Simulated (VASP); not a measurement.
Here is a VASP 6.6.1 calculation.

Contents of INCAR:

```
SYSTEM = LiTa3O4
  PREC = Accurate
  ENCUT = 520
  EDIFF = 1E-7
  ISMEAR = 0
  SIGMA = 0.2
  LREAL = .False.
  LASPH = .True.
  NELM = 80
  ALGO = Normal
  ISIF = 2
  LWAVE = .False.
  LCHARG = .False.
  GGA = PE
  NBANDS = 40
```

KPOINTS

```
Automatic mesh
0
Gamma
  5 5 2
  0 0 0
```

The input POSCAR:

```
LiTa3O4
1.0
    2.7793127935      0.0000000000      0.0000000000
    0.0000000000      3.1083777242      0.0000000000
    0.0000000000      0.0000000000     10.5365681108
Li Ta O
1 3 4
Direct
    0.5000000000      0.5000000000      0.5000000000
    0.0000000000      0.0000000000      0.7451849694
    0.0000000000      0.0000000000      0.2548150306
    0.5000000000      0.0000000000      0.0000000000
    0.0000000000      0.5000000000      0.1090873067
    0.5000000000      0.5000000000      0.3212255415
    0.0000000000      0.5000000000      0.8909126933
    0.5000000000      0.5000000000      0.6787744585
```

Potentials or basis: VASP PAW PBE potentials, release 64 (Li_sv, Ta_pv, O).

Launch:

```console
$ cat potpaw_PBE.64/Li_sv/POTCAR potpaw_PBE.64/Ta_pv/POTCAR potpaw_PBE.64/O/POTCAR > POTCAR
$ mpirun -np 1 vasp_std > vasp.out
```

(1) Predict the largest force.

(2) What does it give for the band gap on the k mesh?

## Answers

(1) 0.075 eV/Å.

(2) zero (band 30 reaches 8.18 eV, above the bottom of band 31 at 6.65 eV).

Caveat: the k points lie up to 0.45 Å⁻¹ apart; spin-orbit coupling is left out, which moves the levels of the heavy elements.
